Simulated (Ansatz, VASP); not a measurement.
# NiO: VASP beside Ansatz

```xyz
2
Lattice="1.4381 0.8303 2.3308 -1.4381 0.8303 2.3308 0.0000 -1.6606 2.3308" Properties=species:S:1:pos:R:3 pbc="T T T"
Ni    1.4381    0.8303    2.3308
O     0.0000    0.0000    3.4962
```

Alike in both runs: task single point; functional PBE; k mesh 10 × 10 × 10; occupations gaussian, width 0.05 eV; collinear spin; Hubbard terms Ni d U = 6.2 eV.

|  | VASP | Ansatz |
| --- | --- | --- |
| version | VASP 6.6.1 | Ansatz 0.2.0 |
| potentials or method | VASP PAW PBE potentials, release 64 (Ni, O), cutoff 520 eV | scalar-relativistic, plane waves, PAW |
| valence electrons in the cell | 16 | 24 |

VASP gave:

```
gap on the k mesh at the Fermi level (eV)                     : 2.31
least direct gap on the mesh (eV)                             : 3.14
pressure (GPa)                                                : 22.9
traceless stress, the component that is largest in VASP (GPa) : 0.94
net moment per atom (μB)                                      : 1.00
size of the moment on the site where the two differ most (μB) : 1.82
```

Problem. What did Ansatz give for the same quantities?

Solution. gap on the k mesh at the Fermi level (eV): 1.97; least direct gap on the mesh (eV): 2.82; pressure (GPa): 38.4; traceless stress, the component that is largest in VASP (GPa): 0.83; net moment per atom (μB): 1.00; size of the moment on the site where the two differ most (μB): 1.70.

Site moments also hang on the region over which each program counts them. The programs project onto different local orbitals, so the same U acts differently, and such runs can settle in different states. VASP's potentials hold 16 valence electrons a cell and Ansatz's 24, so a difference there can come from the potentials and not from the codes. Ansatz's warnings: stability check not made.
